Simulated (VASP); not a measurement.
Pt5Au, 6 atoms in the cell. The cell holds a slab with vacuum, 6 atoms: a = 2.808 Å, b = 2.808 Å, c = 25.928 Å, α = 90.00°, β = 90.00°, γ = 90.00°. 

| Property | Result |
| --- | --- |
| Program | VASP 6.6.1 |
| Task | single point |
| Functional | PBE |
| Potentials or basis | VASP PAW PBE potentials, release 64 (Au, Pt) |
| Cutoff | 520 eV |
| k mesh | 12 × 12 × 1 |
| Occupations | fermi-dirac, width 0.08 eV |
| Spin | no spin polarisation |
| Dipole correction | yes |
| Further INCAR settings | ALGO = Normal; EDIFF = 1e-07; NBANDS = 40 |

Potentials or basis: VASP PAW PBE potentials, release 64 (Au, Pt).

Launch:

```console
$ cat potpaw_PBE.64/Au/POTCAR potpaw_PBE.64/Pt/POTCAR > POTCAR
$ mpirun -np 1 vasp_std > vasp.out
```

Hardware: 1 thread of Intel(R) Xeon(R) 6975P-C (Granite Rapids), with other jobs on the host.

Q: Estimate the wall time of this run.

A: It took 5 min on 1 thread of Intel(R) Xeon(R) 6975P-C (Granite Rapids), on a shared host, peak memory 0.44 GiB. Counts: scf iterations 41, k points 28.
